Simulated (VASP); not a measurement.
Input of a VASP 6.6.1 run:

The input INCAR:

```
SYSTEM = Fe
PREC = Accurate
ENCUT = 520
EDIFF = 1E-6
ISMEAR = -1
SIGMA = 0.05
LREAL = .FALSE.
LASPH = .TRUE.
NELM = 150
ALGO = Normal
ISIF = 2
LWAVE = .FALSE.
LCHARG = .TRUE.
ISPIN = 2
MAGMOM = 3
LORBIT = 11
LMAXMIX = 4
GGA = PE
LELF = .TRUE.
LVHAR = .TRUE.
NBANDS = 14
```

Contents of KPOINTS:

```
Automatic mesh
0
G
  18 18 18
  0 0 0
```

POSCAR

```
Fe
1.0
    0.0000000000      1.7413206381      1.7413206381
    1.7413206381      0.0000000000      1.7413206381
    1.7413206381      1.7413206381      0.0000000000
Fe
1
Direct
    0.0000000000      0.0000000000      0.0000000000
```

Potentials or basis: VASP PAW PBE potentials, release 64 (Fe).

Command:

```sh
$ cat potpaw_PBE.64/Fe/POTCAR > POTCAR
$ mpirun -np 1 vasp_std > vasp.out
```

Q: Estimate the site moments.

A: Fe +1.03 μB.

Q: What does it give for the pressure?

A: -0.1 GPa.

Q: Predict the net moment.

A: 1.05 μB per cell.
